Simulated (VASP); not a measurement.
# P (Cm) in VASP: single point with PBE

Aim: the single point of P with PBE.

Program: VASP 6.6.1. These are calculated values, not measurements. Logs are shortened: lines on timing, memory, paths and dates and some standing lists are left out, and cuts for length are marked.

## Step 1: The cell of the first run

It takes space group Cm (No. 8, monoclinic). The conventional cell has a = 10.500 Å, b = 3.310 Å, c = 4.380 Å, α = 90.00°, β = 90.00°, γ = 90.00°. Within 2.6 Å of P (site symmetry m) lie 3 P at 1.95 to 2.20 Å. Within 2.6 Å of P (site symmetry m) lie 3 P at 1.95 to 2.36 Å. Within 2.9 Å of P (site symmetry m) lie 3 P at 2.17 to 2.20 Å. Within 2.9 Å of P (site symmetry m) lie 3 P at 2.17 to 2.36 Å.

## Step 2: Single point, PBE (one atom moved)

The input, INCAR:

```
SYSTEM = P
PREC     = Accurate       ! precision mode
ENCUT    = 520            ! plane-wave cutoff, eV
EDIFF    = 1E-7           ! SCF threshold, eV
ISMEAR   = 0              ! smearing method
SIGMA    = 0.05           ! smearing width, eV
LREAL    = .FALSE.        ! projectors in reciprocal space
LASPH    = .TRUE.         ! aspherical terms in the spheres
NELM     = 60             ! most SCF steps
ALGO     = Normal         ! electronic algorithm
ISIF     = 2              ! what is computed and relaxed
LWAVE    = .FALSE.        ! write WAVECAR
LCHARG   = .FALSE.        ! write CHGCAR
GGA      = PE             ! functional
NBANDS   = 18             ! bands
```

The input, KPOINTS:

```
regular mesh
0
G
  12 12 8
  0 0 0
```

The input, POSCAR:

```
P
1.0
    1.6550000000     -5.2500000000      0.0000000000
    1.6550000000      5.2500000000      0.0000000000
    0.0000000000      0.0000000000      4.3800000000
P
4
Direct
    0.0980000000      0.9020000000      0.9100000000
    0.5980000000      0.4020000000      0.6756164384
    0.9020000000      0.0980000000      0.0900000000
    0.4020000000      0.5980000000      0.4100000000
```

Potentials or basis: VASP PAW PBE potentials, release 64 (P).

On the command line:

```console
cat potpaw_PBE.64/P/POTCAR > POTCAR
mpirun -np 1 vasp_std > vasp.out
```

OUTCAR:

```text
SYSTEM = P
   PREC = Accurate
   ENCUT = 520
   EDIFF = 1E-7
   ISMEAR = 0
   LREAL = .FALSE.
   LASPH = .TRUE.
   NELM = 60
   ISIF = 2
   GGA = PE

 ion  position               nearest neighbor table
   1  0.098  0.902  0.910-   2 1.95   2 1.95   3 2.20
   2  0.598  0.402  0.676-   1 1.95   1 1.95   4 2.36
   3  0.902  0.098  0.090-   4 2.17   4 2.17   1 2.20
   4  0.402  0.598  0.410-   3 2.17   3 2.17   2 2.36

  LATTYP: Found a base centered orthorhombic cell.
 ALAT       =     3.3100000000
 B/A-ratio  =     3.1722054381
 C/A-ratio  =     1.3232628399

  Lattice vectors:

 A1 = (   1.6550000000,  -5.2500000000,   0.0000000000)
 A2 = (   1.6550000000,   5.2500000000,   0.0000000000)
 A3 = (   0.0000000000,   0.0000000000,   4.3800000000)

Analysis of symmetry for initial positions (statically):
=====================================================================
 Subroutine PRICEL returns:
 Original cell was already a primitive cell.

 Routine SETGRP: Setting up the symmetry group for a
 base centered orthorhombic supercell.

 Subroutine GETGRP returns: Found  2 space group operations
 (whereof  2 operations were pure point group operations)
 out of a pool of  8 trial point group operations.

The static configuration has the point symmetry C_1h.

Analysis of symmetry for dynamics (positions and initial velocities):
=====================================================================
 Subroutine PRICEL returns:
 Original cell was already a primitive cell.

 Routine SETGRP: Setting up the symmetry group for a
 base centered orthorhombic supercell.

 Subroutine GETGRP returns: Found  2 space group operations
 (whereof  2 operations were pure point group operations)
 out of a pool of  8 trial point group operations.

The dynamic configuration has the point symmetry C_1h.

 Subroutine INISYM returns: Found  2 space group operations
 (whereof  2 operations are pure point group operations),
 and found     1 'primitive' translations

----------------------------------------------------------------------------------------

                                     Primitive cell

  volume of cell :      76.1135

  direct lattice vectors                    reciprocal lattice vectors
     1.655000000 -5.250000000  0.000000000     0.302114804 -0.095238095  0.000000000
     1.655000000  5.250000000  0.000000000     0.302114804  0.095238095  0.000000000
     0.000000000  0.000000000  4.380000000     0.000000000  0.000000000  0.228310502

  length of vectors
     5.504682098  5.504682098  4.380000000     0.316770657  0.316770657  0.228310502

  position of ions in fractional coordinates (direct lattice)
     0.098000000  0.902000000  0.910000000
     0.598000000  0.402000000  0.675616438
     0.902000000  0.098000000  0.090000000
     0.402000000  0.598000000  0.410000000

  ion indices of the primitive-cell ions
   primitive index   ion index
                 1           1
                 2           2
                 3           3
                 4           4

----------------------------------------------------------------------------------------

 KPOINTS: regular mesh

Automatic generation of k-mesh.
 Grid dimensions read from file:
 generate k-points for:   12   12    8

 Generating k-lattice:

  Cartesian coordinates                     Fractional coordinates (reciprocal lattice)
     0.025176234 -0.007936508  0.000000000     0.083333333  0.000000000  0.000000000
     0.025176234  0.007936508  0.000000000     0.000000000  0.083333333  0.000000000
     0.000000000  0.000000000  0.028538813     0.000000000  0.000000000  0.125000000

  Length of vectors
     0.026397555  0.026397555  0.028538813

  Shift w.r.t. Gamma in fractional coordinates (k-lattice)
     0.000000000  0.000000000  0.000000000

 Subroutine IBZKPT returns following result:
 ===========================================

 Found    320 irreducible k-points:

 Following reciprocal coordinates:
            Coordinates               Weight
  0.000000  0.000000  0.000000      1.000000
  0.083333 -0.000000  0.000000      4.000000
  0.166667  0.000000  0.000000      4.000000
  0.250000  0.000000  0.000000      4.000000
  0.333333 -0.000000  0.000000      4.000000
  0.416667  0.000000  0.000000      4.000000
[... 16 lines left out ...]
  0.500000  0.166667  0.000000      4.000000
 -0.416667  0.166667  0.000000      4.000000
 [... further k-points ...]
   k-points           NKPTS =    320   k-points in BZ     NKDIM =    320   number of bands    NBANDS=     18
   number of dos      NEDOS =    301   number of ions     NIONS =      4
   total plane-waves  NPLWV =  63504
   dimension x,y,z NGX =    42 NGY =   42 NGZ =   36
   dimension x,y,z NGXF=    84 NGYF=   84 NGZF=   72
   ions per type =               4
   NGX,Y,Z   is equivalent  to a cutoff of  12.68, 12.68, 13.66 a.u.
   NGXF,Y,Z  is equivalent  to a cutoff of  25.37, 25.37, 27.33 a.u.
 SYSTEM =  P
   PREC   = accura    normal or accurate (medium, high low for compatibility)
   ISTART =      0    job   : 0-new  1-cont  2-samecut
   ICHARG =      2    charge: 1-file 2-atom 10-const
   ISPIN  =      1    spin polarized calculation?
   LNONCOLLINEAR =      F non collinear calculations
   LSORBIT =      F    spin-orbit coupling
   LASPH  =      T    aspherical Exc in radial PAW
   ENCUT  =  520.0 eV  38.22 Ry    6.18 a.u.  10.24 10.24  8.14*2*pi/ulx,y,z
   NELM   =     60;   NELMIN=  2; NELMDL= -5     # of ELM steps
   EDIFF  = 0.1E-06   stopping-criterion for ELM
   LREAL  =      F    real-space projection
   EDIFFG = 0.1E-05   stopping-criterion for IOM
   NSW    =      0    number of steps for IOM
   IBRION =     -1    ionic relax: 0-MD 1-quasi-New 2-CG
   NFREE  =      0    steps in history (QN), initial steepest desc. (CG)
   ISIF   =      2    stress and relaxation
   ISYM   =      2    0-nonsym 1-usesym 2-fastsym
   POTIM  = 0.5000    time-step for ionic-motion
   TEBEG  =    0.0;   TEEND  =   0.0 temperature during run
   PSTRESS=    0.0 pullay stress
   NELECT =      20.0000    total number of electrons
   NUPDOWN=      -1.0000    fix difference up-down
   EMIN   =  10.00;   EMAX   =-10.00  energy-range for DOS
   EFERMI =   0.00;   METHOD = LEGACY
   ISMEAR =     0;   SIGMA  =   0.05  broadening in eV -4-tet -1-fermi 0-gaus
   EFERMI_NEDOS =   21; number of points for ismear=-14 and -15
   IALGO  =     38    algorithm
   IMIX   =      4    mixing-type and parameters
     AMIX     =   0.40;   BMIX     =  1.00
     AMIX_MAG =   1.60;   BMIX_MAG =  1.00
  volume/ion in A,a.u.               =      19.03       128.41
  Fermi-wavevector in a.u.,A,eV,Ry     =   1.048571  1.981511 14.959611  1.099500
  Thomas-Fermi vector in A             =   2.183498
   LORBIT       =      0    0 simple, 1 ext, 2 COOP (PROOUT), +10 PAW based schemes
   GGA     = PE    functional components
   LHFCALC =     F    Hartree Fock is set to
   AEXX    =    0.0000 exact exchange contribution
   IVDW    =     0    specifies the selected vdW correction
   LEPSILON=     F    determine dielectric tensor
   LRPA    =     F    only Hartree local field effects (RPA)
 non-spin polarized calculation
 Gauss-broadening in eV      SIGMA  =   0.05
  energy-cutoff  :      520.00
  volume of cell :       76.11
 maximum number of plane-waves:      2084
 NGX is ok and might be reduce to    42
   NGX = 21   NGY = 21   NGZ = 17

 number of electron      20.0000000 magnetization

 Free energy of the ion-electron system (eV)
  ---------------------------------------------------
  ext. energy  EPLUGINS =         0.00000000
  ---------------------------------------------------
  free energy    TOTEN  =       -19.94841962 eV

  energy without entropy =      -19.94794272  energy(sigma->0) =      -19.94818117

 E-fermi :   6.3457     XC(G=0):  -9.7011

 val. band max:        6.3242226862   @ k =  -0.1667   0.1667   0.1250
 cond. band min:       6.3503384345   @ k =  -0.4167   0.2500   0.0000
 fundamental gap:      0.0261157483
 Fermi energy:         6.3457110804

 k-point     1 :       0.0000    0.0000    0.0000
  band No.  band energies     occupation
      1     -10.1563      2.00000
      2      -7.2512      2.00000
      3      -2.6064      2.00000
      4      -0.7209      2.00000
      5       0.4943      2.00000
      6       1.7011      2.00000
[... 10 lines left out ...]
     17      13.2482      0.00000
     18      13.8837      0.00000

 k-point     2 :       0.0833   -0.0000    0.0000
  band No.  band energies     occupation
      1     -10.0689      2.00000
      2      -7.1722      2.00000
      3      -2.6863      2.00000
      4      -0.6397      2.00000
      5       0.0781      2.00000
      6       1.6254      2.00000
[... 10 lines left out ...]
     17      13.1863      0.00000
     18      14.1048      0.00000

 k-point     3 :       0.1667    0.0000    0.0000
  band No.  band energies     occupation
      1      -9.8076      2.00000
      2      -6.9355      2.00000
      3      -3.0552      2.00000
      4      -0.6758      2.00000
      5      -0.3941      2.00000
      6       0.9195      2.00000
[... 10 lines left out ...]
     17      12.0893      0.00000
     18      13.9447      0.00000

 k-point     4 :       0.2500    0.0000    0.0000
  band No.  band energies     occupation
      1      -9.3752      2.00000
      2      -6.5415      2.00000
      3      -3.8757      2.00000
      4      -1.4173      2.00000
      5      -0.0227      2.00000
      6       0.2537      2.00000
[... 10 lines left out ...]
     17      11.7049      0.00000
     18      13.5656      0.00000

 k-point     5 :       0.3333   -0.0000    0.0000
  band No.  band energies     occupation
      1      -8.7774      2.00000
      2      -5.9927      2.00000
      3      -4.9536      2.00000
      4      -2.4020      2.00000
      5       0.2167      2.00000
      6       0.4719      2.00000
[... 10 lines left out ...]
     17      12.5684      0.00000
     18      13.6333      0.00000

 k-point     6 :       0.4167    0.0000    0.0000
  band No.  band energies     occupation
      1      -8.0261      2.00000
      2      -6.0606      2.00000
      3      -5.2829      2.00000
      4      -3.4589      2.00000
      5       0.5612      2.00000
      6       0.8790      2.00000
[... 10 lines left out ...]
     17      13.0946      0.00000
     18      13.5916      0.00000

 k-point     7 :       0.5000    0.0000    0.0000
  band No.  band energies     occupation
      1      -7.2834      2.00000
      2      -6.9251      2.00000
      3      -4.4440      2.00000
      4      -4.4282      2.00000
      5       0.8830      2.00000
      6       0.9293      2.00000
[... 10 lines left out ...]
     17      13.0434      0.00000
     18      13.2911      0.00000

 k-point     8 :       0.0833    0.0833    0.0000
  band No.  band energies     occupation
      1      -9.8169      2.00000
      2      -6.9116      2.00000
      3      -3.0561      2.00000
      4      -0.6809      2.00000
      5      -0.4278      2.00000
      6       0.9142      2.00000
[... 10 lines left out ...]
     17      12.0619      0.00000
     18      14.5102      0.00000
[... 229 lines left out ...]
     17      12.6467      0.00000
     18      13.4936      0.00000

 k-point    20 :       0.2500    0.1667    0.0000
  band No.  band energies     occupation
      1      -8.0735      2.00000
      2      -6.0123      2.00000
      3      -5.1622      2.00000
      4      -3.5735      2.00000
      5       0.5426      2.00000
      6       0.7612      2.00000
[... 10 lines left out ...]
     17      12.9327      0.00000
     18      14.5039      0.00000

 k-point    21 :       0.3333    0.1667    0.0000
  band No.  band energies     occupation
      1      -7.2909      2.00000
      2      -6.9126      2.00000
      3      -4.5821      2.00000
      4      -4.2907      2.00000
      5       0.8515      2.00000
      6       0.9542      2.00000
[... 10 lines left out ...]
     17      12.9593      0.00000
     18      13.8349      0.00000

 k-point    22 :       0.4167    0.1667    0.0000
  band No.  band energies     occupation
      1      -7.9560      2.00000
      2      -6.1218      2.00000
      3      -5.4483      2.00000
      4      -3.3026      2.00000
      5       0.5802      2.00000
      6       1.0592      2.00000
[... 10 lines left out ...]
     17      13.0229      0.00000
     18      13.4161      0.00000

 k-point    23 :       0.5000    0.1667    0.0000
  band No.  band energies     occupation
      1      -8.7037      2.00000
      2      -6.1684      2.00000
      3      -5.0085      2.00000
      4      -2.2518      2.00000
      5       0.2624      2.00000
      6       0.7379      2.00000
[... 10 lines left out ...]
     17      12.3437      0.00000
     18      13.1118      0.00000

 k-point    24 :      -0.4167    0.1667    0.0000
  band No.  band energies     occupation
      1      -9.3042      2.00000
      2      -6.7128      2.00000
      3      -3.9103      2.00000
      4      -1.3059      2.00000
      5       0.2278      2.00000
      6       0.3250      2.00000
[... 10 lines left out ...]
     17      11.7378      0.00000
     18      12.7221      0.00000

 [... further k-points ...]

------------------------ aborting loop because EDIFF is reached ----------------------------------------

  FORCE on cell =-STRESS in cart. coord.  units (eV):
  Direction    XX          YY          ZZ          XY          YZ          ZX
  --------------------------------------------------------------------------------------
  -------------------------------------------------------------------------------------
  Total       11.2114943      0.8202907      7.4257941      0.0000000      1.9937497      0.0000000
  in kB      236.0003655     17.2670023    156.3119135      0.0000000     41.9681483      0.0000000
  external PRESSURE =     136.5264271 kB  Pullay stress =       0.0000000 kB

 VOLUME and BASIS-vectors are now :
 -----------------------------------------------------------------------------
  energy-cutoff  :      520.00
  volume of cell :       76.11
      direct lattice vectors                 reciprocal lattice vectors
     1.655000000 -5.250000000  0.000000000     0.302114804 -0.095238095  0.000000000
     1.655000000  5.250000000  0.000000000     0.302114804  0.095238095  0.000000000
     0.000000000  0.000000000  4.380000000     0.000000000  0.000000000  0.228310502

 POSITION                                       TOTAL-FORCE (eV/Angst)
 -----------------------------------------------------------------------------------
      1.65500      4.22100      3.98580         0.000000     -0.092086      5.685399
      1.65500     -1.02900      2.95920         0.000000      0.080989     -6.721291
      1.65500     -4.22100      0.39420         0.000000      0.078966     -0.122872
      1.65500      1.02900      1.79580         0.000000     -0.067869      1.158764
 -----------------------------------------------------------------------------------
    total drift:                               -0.000000     -0.000021      0.000047

  FREE ENERGIE OF THE ION-ELECTRON SYSTEM (eV)
  ---------------------------------------------------
  free  energy   TOTEN  =       -19.9484196239 eV

  energy  without entropy=      -19.9479427198  energy(sigma->0) =      -19.94818117
```

It took 5.4 min on 1 thread of AMD EPYC 9R45 (Zen 5), shared host; peak memory 0.42 GiB.

Results:

- Free energy: -19.9484 eV
- Pressure: 13.7 GPa
- Largest force: 6.722 eV/Å
- Band gap on the k mesh: zero (bands 10 and 11 overlap by 0.19 eV)

Forces on the atoms (eV/Å):
```
P    0.000 -0.092  5.685
P    0.000  0.081 -6.721
P    0.000  0.079 -0.123
P    0.000 -0.068  1.159
```

Caveat: the cell differs from its parent crystal (one atom moved); the cell stands under pressure; forces of over 1 eV/Å act on the atoms, so gaps and moduli don't describe the material at rest.
